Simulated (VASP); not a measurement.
Wanted: the native input for a VASP 6.6.1 run.

```
Task                   : single point
Functional             : revPBE
Dispersion             : D4
Potentials or basis    : VASP PAW PBE potentials, release 64 (Os)
Cutoff                 : 520 eV
k mesh                 : 11 × 11 × 6
Occupations            : fermi-dirac, width 0.05 eV
Spin                   : no spin polarisation
Dipole correction      : no
Further INCAR settings : ALGO = Normal; EDIFF = 1e-07; NBANDS = 15
```

The structure of Os lies in POSCAR:

```
Os
1.0
    2.7336538112      0.0000000000      0.0000000000
   -1.3668269056      2.3674136457      0.0000000000
    0.0000000000      0.0000000000      4.3226374413
Os
2
Direct
    0.6666666667      0.3333333333      0.7500000000
    0.3333333333      0.6666666667      0.2500000000
```

The input as run:

INCAR

```
SYSTEM = Os
ALGO = Normal
EDIFF = 1E-7
ENCUT = 520
GGA = RE
ISIF = 2
ISMEAR = -1
IVDW = 13
LASPH = .True.
LCHARG = .False.
LREAL = .False.
LWAVE = .False.
NBANDS = 15
NELM = 60
PREC = Accurate
SIGMA = 0.05
```

KPOINTS

```
k-points
0
Gamma
  11 11 6
  0 0 0
```

Potentials or basis: VASP PAW PBE potentials, release 64 (Os).

Run with:

```sh
$ cat potpaw_PBE.64/Os/POTCAR > POTCAR
$ mpirun -np 1 vasp_std > vasp.out
```

It gave:

| Item | Value |
| --- | --- |
| Pressure | -0.1 GPa |
| Band gap on the k mesh | zero (band 8 reaches 11.62 eV, above the bottom of band 9 at 7.74 eV) |
| Dispersion energy per atom | -1.048 eV |

Caveat: the PAW data sets were made with another functional, which shifts forces and pressure a little; spin-orbit coupling is left out, which moves the levels of the heavy elements; pairwise dispersion overbinds metals, which lowers pressure and volume.

Run time: 34 s on 1 thread of Intel Xeon 8259CL, on a shared host, peak memory 0.15 GiB.
